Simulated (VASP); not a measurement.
A run of VASP 6.6.1 is set up as follows.

INCAR

```
SYSTEM = Sn
ALGO = Normal
EDIFF = 1E-6
EDIFFG = -0.01
ENCUT = 600
GGA = RP
IBRION = 2
ISIF = 3
ISMEAR = -1
IVDW = 12
LASPH = .TRUE.
LCHARG = .FALSE.
LREAL = .FALSE.
LWAVE = .FALSE.
NELM = 100
NSW = 60
PREC = Accurate
SIGMA = 0.05
```

KPOINTS

```
k-points
0
G
  7 7 7
  0 0 0
```

POSCAR

```
Sn
1.0
    0.0000000000      3.2333428000      3.2333428000
    3.2333428000      0.0000000000      3.2333428000
    3.2333428000      3.2333428000      0.0000000000
Sn
2
Direct
    0.7500000000      0.7500000000      0.7500000000
    0.5000000000      0.5000000000      0.5000000000
```

Potentials or basis: VASP PAW PBE potentials, release 64 (Sn_d).

Run with:

```sh
$ cat potpaw_PBE.64/Sn_d/POTCAR > POTCAR
$ mpirun -np 1 vasp_std > vasp.out
```

Q: Estimate the band gap on the k mesh.

A: Zero (filled and empty bands touch).

Q: Predict the relaxed cell.

A: a = 4.478 Å, b = 4.478 Å, c = 4.478 Å, α = 60.00°, β = 60.00°, γ = 60.00°.

Q: Predict the dispersion energy per atom.

A: -1.627 eV.

Q: Predict the relaxed volume.

A: 31.75 Å³/atom.

Final structure:
```
Sn
1.0
     0.00000    3.16667    3.16667
     3.16667    0.00000    3.16667
     3.16667    3.16667    0.00000
Sn
2
Direct
  0.75000 0.75000 0.75000
  0.50000 0.50000 0.50000
```

Caveat: the PAW data sets were made with another functional, which shifts forces and pressure a little; spin-orbit coupling is left out, which moves the levels of the heavy elements.
